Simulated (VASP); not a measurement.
A run of VASP 6.6.1 is set up as follows.

INCAR

```
ALGO = Normal
EDIFF = 1E-6
ENCUT = 520
GGA = PE
ISIF = 2
ISMEAR = 0
IVDW = 12
LASPH = T
LCHARG = F
LREAL = F
LWAVE = F
NBANDS = 11
NELM = 100
PREC = Accurate
SIGMA = 0.05
```

The input KPOINTS:

```
k-points
0
Gamma
  12 12 12
```

Contents of POSCAR:

```
BN
1.0
    1.2511217832      0.7223354983      3.3729344033
   -1.2511217832      0.7223354983      3.3729344033
    0.0000000000     -1.4446709967      3.3729344033
B N
1 1
Direct
    0.8265586615      1.0861329583      1.0861329583
    0.3327618000      0.3327618000      0.3327618000
```

Potentials or basis: VASP PAW PBE potentials, release 64 (B, N).

Command:

```sh
$ cat potpaw_PBE.64/B/POTCAR potpaw_PBE.64/N/POTCAR > POTCAR
$ mpirun -np 1 vasp_std > vasp.out
```

**Question.** Estimate the pressure.

**Answer.** 83.8 GPa.

**Question.** Predict the largest force.

**Answer.** 34.646 eV/Å.

Stress tensor (GPa, compression positive):
```
189.73 109.92   0.37
109.92  62.80   0.21
  0.37   0.21  -1.05
```

Caveat: the cell differs from its parent crystal (all B atoms moved +0.375 Å, as atom 1 towards its neighbour atom 2 (N) at 1.445 Å); forces of over 1 eV/Å act on the atoms, so gaps and moduli don't describe the material at rest.
